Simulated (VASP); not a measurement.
A run of VASP 6.6.1 is set up as follows.

File POSCAR:

```
RbBr
1.0
    4.1279266285      0.0000000000      0.0000000000
    0.0000000000      4.1279266285      0.0000000000
    0.0000000000      0.0000000000      4.1279266285
Rb Br
1 1
Direct
    0.0000000000      0.0000000000      0.0000000000
    0.5000000000      0.5000000000      0.5000000000
```

INCAR.step1

```
ALGO = Normal ; EDIFF = 1E-5
ENCUT = 520 ; GGA = PE
ISIF = 2 ; ISMEAR = 0
LASPH = True ; LCHARG = False
LREAL = False ; LWAVE = True
NBANDS = 15 ; NELM = 60
PREC = Accurate ; SIGMA = 0.01
```

File INCAR.step2:

```
AEXX = 0.2 ; ALGO = Normal
EDIFF = 1E-6 ; ENCUT = 520
GGA = PE ; ISIF = 2
ISMEAR = 0 ; ISTART = 1
LASPH = True ; LCHARG = False
LHFCALC = True ; LREAL = False
LWAVE = False ; NBANDS = 15
NELM = 60 ; PREC = Accurate
PRECFOCK = Normal ; SIGMA = 0.01
```

The input KPOINTS:

```
k-points
0
Gamma
  4 4 4
```

Potentials or basis: VASP PAW PBE potentials, release 64 (Rb_sv, Br).

Launch:

```bash
$ cat potpaw_PBE.64/Rb_sv/POTCAR potpaw_PBE.64/Br/POTCAR > POTCAR
$ cp INCAR.step1 INCAR
$ mpirun -np 1 vasp_std > vasp.out
$ cp INCAR.step2 INCAR
$ mpirun -np 1 vasp_std > vasp.out
```

Task: Estimate the pressure.

Result: 0.4 GPa.

Task: What does it give for the band gap on the k mesh?

Result: 5.59 eV (least direct gap 5.76 eV).

Caveat: the PAW data sets were made with another functional, which shifts forces and pressure a little. A k mesh can miss the band edges.
